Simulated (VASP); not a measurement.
# Mg2Si (I4/mmm) in VASP: single point with HSE06

Aim: the single point of Mg2Si with HSE06.

All numbers are computed with VASP 6.6.1; they aren't measurements. Logs are shortened: lines on timing, memory, paths and dates and some standing lists are left out, and cuts for length are marked.

## (1) The cell of the first run

It takes space group I4/mmm (No. 139, tetragonal). Conventional cell: a = 4.386 Å, b = 4.386 Å, c = 6.338 Å, α = 90.00°, β = 90.00°, γ = 90.00°. Mg (site symmetry -4m2) has 4 Si at 2.71 Å and 6 Mg at 3.10 to 3.17 Å within 3.6 Å. Within 3.6 Å of Si (site symmetry 4/mmm) lie 8 Mg at 2.71 Å.

## (2) Single point, HSE06 (biaxial xy strain -2.1%)

Contents of POSCAR:

```
Mg2Si
1.0
    0.0000000000      3.1011545802      3.1689705500
    3.1011545802      0.0000000000      3.1689705500
    3.1011545802      3.1011545802      0.0000000000
Mg Si
2 1
Direct
    0.2500000000      0.2500000000      0.2500000000
    0.7500000000      0.7500000000      0.7500000000
    0.0000000000      0.0000000000      0.0000000000
```

Contents of INCAR.step1:

```
SYSTEM = Mg2Si
PREC = Accurate
ENCUT = 520
EDIFF = 1E-5
ISMEAR = -1
SIGMA = 0.02
LREAL = .FALSE.
LASPH = .TRUE.
NELM = 120
ALGO = Normal
ISIF = 2
LWAVE = .TRUE.
NBANDS = 11
GGA = PE
GGA_COMPAT = .FALSE.
```

Contents of INCAR.step2:

```
SYSTEM = Mg2Si
PREC = Accurate
ENCUT = 520
EDIFF = 1E-6
ISMEAR = -1
SIGMA = 0.02
LREAL = .FALSE.
LASPH = .TRUE.
NELM = 120
ALGO = Normal
ISIF = 2
LWAVE = .FALSE.
LCHARG = .TRUE.
GGA = PE
LHFCALC = .TRUE.
HFSCREEN = 0.2079
PRECFOCK = Normal
LELF = .TRUE.
LVHAR = .TRUE.
NBANDS = 11
ISTART = 1
GGA_COMPAT = .FALSE.
```

Contents of KPOINTS:

```
regular mesh
0
G
  6 6 6
  0 0 0
```

Potentials or basis: VASP PAW PBE potentials, release 64 (Mg, Si).

The run is started by

```bash
$ cat potpaw_PBE.64/Mg/POTCAR potpaw_PBE.64/Si/POTCAR > POTCAR
$ cp INCAR.step1 INCAR
$ mpirun -np 1 vasp_std > vasp.out
$ cp INCAR.step2 INCAR
$ mpirun -np 1 vasp_std > vasp.out
```

OUTCAR:

```text
SYSTEM = Mg2Si
   PREC = Accurate
   ENCUT = 520
   EDIFF = 1E-6
   ISMEAR = -1
   LREAL = .FALSE.
   LASPH = .TRUE.
   NELM = 120
   ISIF = 2
   GGA = PE
   LHFCALC = .TRUE.
   HFSCREEN = 0.2079
   PRECFOCK = Normal
   ISTART = 1

 ion  position               nearest neighbor table
   1  0.250  0.250  0.250-   3 2.71   3 2.71   3 2.71   3 2.71   2 3.10   2 3.10   2 3.10   2 3.10
                             2 3.17   2 3.17
   2  0.750  0.750  0.750-   3 2.71   3 2.71   3 2.71   3 2.71   1 3.10   1 3.10   1 3.10   1 3.10
                             1 3.17   1 3.17
   3  0.000  0.000  0.000-   2 2.71   2 2.71   1 2.71   2 2.71   1 2.71   1 2.71   2 2.71   1 2.71

  LATTYP: Found a body centered tetragonal cell.
 ALAT       =     4.3856948663
 C/A-ratio  =     1.4451395487

  Lattice vectors:

 A1 = (  -3.1011545802,   0.0000000000,   3.1689705500)
 A2 = (   3.1011545802,   0.0000000000,   3.1689705500)
 A3 = (   0.0000000000,   3.1011545802,  -3.1689705500)

Analysis of symmetry for initial positions (statically):
=====================================================================
 Subroutine PRICEL returns:
 Original cell was already a primitive cell.

 Routine SETGRP: Setting up the symmetry group for a
 body centered tetragonal supercell.

 Subroutine GETGRP returns: Found 16 space group operations
 (whereof 16 operations were pure point group operations)
 out of a pool of 16 trial point group operations.

The static configuration has the point symmetry D_4h.

Analysis of symmetry for dynamics (positions and initial velocities):
=====================================================================
 Subroutine PRICEL returns:
 Original cell was already a primitive cell.

 Routine SETGRP: Setting up the symmetry group for a
 body centered tetragonal supercell.

 Subroutine GETGRP returns: Found 16 space group operations
 (whereof 16 operations were pure point group operations)
 out of a pool of 16 trial point group operations.

The dynamic configuration has the point symmetry D_4h.

 Subroutine INISYM returns: Found 16 space group operations
 (whereof 16 operations are pure point group operations),
 and found     1 'primitive' translations

----------------------------------------------------------------------------------------

                                     Primitive cell

  volume of cell :      60.9530

  direct lattice vectors                    reciprocal lattice vectors
     0.000000000  3.101154580  3.168970550    -0.161230273  0.161230273  0.157779945
     3.101154580  0.000000000  3.168970550     0.161230273 -0.161230273  0.157779945
     3.101154580  3.101154580  0.000000000     0.161230273  0.161230273 -0.157779945

  length of vectors
     4.433907315  4.433907315  4.385694866     0.277281289  0.277281289  0.277281289

  position of ions in fractional coordinates (direct lattice)
     0.250000000  0.250000000  0.250000000
     0.750000000  0.750000000  0.750000000
     0.000000000  0.000000000  0.000000000

  ion indices of the primitive-cell ions
   primitive index   ion index
                 1           1
                 2           2
                 3           3

----------------------------------------------------------------------------------------

 KPOINTS: regular mesh

Automatic generation of k-mesh.
 Grid dimensions read from file:
 generate k-points for:    6    6    6

 Generating k-lattice:

  Cartesian coordinates                     Fractional coordinates (reciprocal lattice)
    -0.026871712  0.026871712  0.026296658     0.166666667  0.000000000  0.000000000
     0.026871712 -0.026871712  0.026296658     0.000000000  0.166666667  0.000000000
     0.026871712  0.026871712 -0.026296658     0.000000000  0.000000000  0.166666667

  Length of vectors
     0.046213548  0.046213548  0.046213548

  Shift w.r.t. Gamma in fractional coordinates (k-lattice)
     0.000000000  0.000000000  0.000000000

 Subroutine IBZKPT returns following result:
 ===========================================

 Found     30 irreducible k-points:

 Following reciprocal coordinates:
            Coordinates               Weight
  0.000000  0.000000  0.000000      1.000000
  0.166667 -0.000000  0.000000      8.000000
  0.333333 -0.000000  0.000000      8.000000
  0.500000  0.000000  0.000000      4.000000
  0.166667  0.166667  0.000000      2.000000
  0.333333  0.166667  0.000000      8.000000
[... 16 lines left out ...]
  0.333333  0.000000  0.333333      4.000000
  0.500000  0.000000  0.333333     16.000000
 [... further k-points ...]
   k-points           NKPTS =     30   k-points in BZ     NKDIM =    216   number of bands    NBANDS=     11
   number of dos      NEDOS =    301   number of ions     NIONS =      3
   total plane-waves  NPLWV =  46656
   dimension x,y,z NGX =    36 NGY =   36 NGZ =   36
   dimension x,y,z NGXF=    72 NGYF=   72 NGZF=   72
   ions per type =               2   1
   NGX,Y,Z   is equivalent  to a cutoff of  13.50, 13.50, 13.65 a.u.
   NGXF,Y,Z  is equivalent  to a cutoff of  27.00, 27.00, 27.29 a.u.
 SYSTEM =  Mg2Si
   PREC   = accura    normal or accurate (medium, high low for compatibility)
   ISTART =      1    job   : 0-new  1-cont  2-samecut
   ICHARG =      0    charge: 1-file 2-atom 10-const
   ISPIN  =      1    spin polarized calculation?
   LNONCOLLINEAR =      F non collinear calculations
   LSORBIT =      F    spin-orbit coupling
   LASPH  =      T    aspherical Exc in radial PAW
   ENCUT  =  520.0 eV  38.22 Ry    6.18 a.u.   8.24  8.24  8.15*2*pi/ulx,y,z
   NELM   =    120;   NELMIN=  2; NELMDL=  0     # of ELM steps
   EDIFF  = 0.1E-05   stopping-criterion for ELM
   LREAL  =      F    real-space projection
   EDIFFG = 0.1E-04   stopping-criterion for IOM
   NSW    =      0    number of steps for IOM
   IBRION =     -1    ionic relax: 0-MD 1-quasi-New 2-CG
   NFREE  =      0    steps in history (QN), initial steepest desc. (CG)
   ISIF   =      2    stress and relaxation
   ISYM   =      3    0-nonsym 1-usesym 2-fastsym
   POTIM  = 0.5000    time-step for ionic-motion
   TEBEG  =    0.0;   TEEND  =   0.0 temperature during run
   PSTRESS=    0.0 pullay stress
   NELECT =       8.0000    total number of electrons
   NUPDOWN=      -1.0000    fix difference up-down
   EMIN   =  10.00;   EMAX   =-10.00  energy-range for DOS
   EFERMI =   0.00;   METHOD = LEGACY
   ISMEAR =    -1;   SIGMA  =   0.02  broadening in eV -4-tet -1-fermi 0-gaus
   EFERMI_NEDOS =   21; number of points for ismear=-14 and -15
   IALGO  =     38    algorithm
   IMIX   =      1    mixing-type and parameters
     AMIX     =   0.40;   BMIX     =  1.00
     AMIX_MAG =   1.60;   BMIX_MAG =  1.00
  volume/ion in A,a.u.               =      20.32       137.11
  Fermi-wavevector in a.u.,A,eV,Ry     =   0.831968  1.572191  9.417549  0.692170
  Thomas-Fermi vector in A             =   1.944944
   LORBIT       =      0    0 simple, 1 ext, 2 COOP (PROOUT), +10 PAW based schemes
   GGA     = PE    functional components
   LHFCALC =     T    Hartree Fock is set to
   PRECFOCK=normal    Normal, Fast or Accurate (Low or Medium for compatibility)
   ENCUT4O =  -1.0   cutoff for four orbital integrals eV
   NKREDX  =     1    reduce k-point grid by
   NKREDY  =     1    reduce k-point grid by
   NKREDZ  =     1    reduce k-point grid by
   AEXX    =    0.2500 exact exchange contribution
   HFSCREEN=    0.2079 screening length (either q_TF or 0.3 A-1)
   HFSCREENC=   0.2079 screening length for correlation (either q_TF or 0.3 A-1)
   ENCUTFOCK=  -1.0 apply spherical cutoff to Coloumb kernel
   IVDW    =     0    specifies the selected vdW correction
   LEPSILON=     F    determine dielectric tensor
   LRPA    =     F    only Hartree local field effects (RPA)
 non-spin polarized calculation
  energy-cutoff  :      520.00
  volume of cell :       60.95
 maximum number of plane-waves:      1660
 NGX is ok and might be reduce to    36
  NGX = 28; NGY = 28; NGZ = 28

 number of electron       8.0000000 magnetization

 Free energy of the ion-electron system (eV)
  ---------------------------------------------------
  ext. energy  EPLUGINS =         0.00000000
  ---------------------------------------------------
  free energy    TOTEN  =        -9.85195034 eV

  energy without entropy =       -9.85195022  energy(sigma->0) =       -9.85195028

 E-fermi :   3.9144     XC(G=0):  -7.4724

 val. band max:        3.6900780142   @ k =   0.0000   0.0000   0.0000
 cond. band min:       4.1387211419   @ k =   0.5000   0.0000   0.5000
 fundamental gap:      0.4486431277
 Fermi energy:         3.9143912752

 k-point     1 :       0.0000    0.0000    0.0000
  band No.  band energies     occupation
      1      -6.8252      2.00000
      2       3.5863      2.00000
      3       3.6901      1.99997
      4       3.6901      1.99997
      5       6.4569      0.00000
      6       6.8336      0.00000
      7       6.8336      0.00000
      8       6.9443      0.00000
      9       9.9711      0.00000
     10      10.2836      0.00000
     11      11.5781      0.00000

 k-point     2 :       0.1667   -0.0000    0.0000
  band No.  band energies     occupation
      1      -6.5341      2.00000
      2       1.7833      2.00000
      3       3.3319      2.00000
      4       3.4301      2.00000
      5       6.3431      0.00000
      6       7.3014      0.00000
      7       7.3301      0.00000
      8       8.4103      0.00000
      9       9.2332      0.00000
     10       9.4223      0.00000
     11      11.2719      0.00000

 k-point     3 :       0.3333   -0.0000    0.0000
  band No.  band energies     occupation
      1      -5.7517      2.00000
      2      -0.6151      2.00000
      3       2.9265      2.00000
      4       3.0732      2.00000
      5       5.8396      0.00000
      6       7.0447      0.00000
      7       7.1747      0.00000
      8       9.7240      0.00000
      9      10.3070      0.00000
     10      10.4034      0.00000
     11      11.6094      0.00000
[... 267 lines left out ...]
 k-point    23 :       0.3333    0.0000    0.3333
  band No.  band energies     occupation
      1      -5.3569      2.00000
      2      -0.0249      2.00000
      3       1.7125      2.00000
      4       1.7698      2.00000
      5       4.9269      0.00000
      6       4.9615      0.00000
      7      10.3724      0.00000
      8      10.7699      0.00000
      9      11.6903      0.00000
     10      12.0277      0.00000
     11      14.5411      0.00000

 k-point    24 :       0.5000    0.0000    0.3333
  band No.  band energies     occupation
      1      -4.6811      2.00000
      2      -0.9000      2.00000
      3       0.5738      2.00000
      4       1.6293      2.00000
      5       4.6528      0.00000
      6       6.0742      0.00000
      7      10.1834      0.00000
      8      10.6786      0.00000
      9      12.6614      0.00000
     10      13.0892      0.00000
     11      14.2081      0.00000

 [... further k-points ...]
[... 5 lines left out ...]
  --------------------------------------------------------------------------------------
  -------------------------------------------------------------------------------------
  Total        1.2425225      1.2425225      0.3491098      0.0000000      0.0000000      0.0000000
  in kB       32.6602728     32.6602728      9.1765109      0.0000000      0.0000000      0.0000000
  external PRESSURE =      24.8323522 kB  Pullay stress =       0.0000000 kB

 VOLUME and BASIS-vectors are now :
 -----------------------------------------------------------------------------
  energy-cutoff  :      520.00
  volume of cell :       60.95
      direct lattice vectors                 reciprocal lattice vectors
     0.000000000  3.101154580  3.168970550    -0.161230273  0.161230273  0.157779945
     3.101154580  0.000000000  3.168970550     0.161230273 -0.161230273  0.157779945
     3.101154580  3.101154580  0.000000000     0.161230273  0.161230273 -0.157779945

 POSITION                                       TOTAL-FORCE (eV/Angst)
 -----------------------------------------------------------------------------------
      1.55058      1.55058      1.58449         0.000000     -0.000000      0.000000
      4.65173      4.65173      4.75346        -0.000000      0.000000     -0.000000
      0.00000      0.00000      0.00000         0.000000     -0.000000      0.000000
 -----------------------------------------------------------------------------------
    total drift:                               -0.000015     -0.000094      0.000229

  FREE ENERGIE OF THE ION-ELECTRON SYSTEM (eV)
  ---------------------------------------------------
  free  energy   TOTEN  =        -9.8519503448 eV

  energy  without entropy=       -9.8519502225  energy(sigma->0) =       -9.85195028
```

It took 23 min on 1 thread of Intel Xeon 6975P-C (Granite Rapids), shared host; peak memory 0.34 GiB.

What came out:

```
Free energy            : -9.8520 eV
Pressure               : 2.5 GPa
Band gap on the k mesh : 0.45 eV (least direct gap 2.71 eV)
```

Levels at points of the mesh, in eV from the valence-band top:
```tsv
k point	band 1	band 2	band 3	band 4	band 5	band 6	band 7	band 8
(0.00, 0.00, 0.00)	-10.52	-0.10	0.00	0.00	2.77	3.14	3.14	3.25
(0.50, 0.00, 0.00)	-8.81	-5.51	-0.92	-0.75	1.96	3.06	3.19	5.80
(0.50, 0.50, 0.00)	-8.19	-5.22	-2.19	-2.19	0.55	1.06	9.21	9.21
(0.50, 0.00, 0.50)	-8.12	-5.04	-2.35	-2.30	0.45	0.83	8.84	9.40
```

Caveat: the cell differs from its parent crystal (biaxial xy strain -2.1%); the PAW data sets were made with another functional, which shifts forces and pressure a little. A k mesh can miss the band edges.
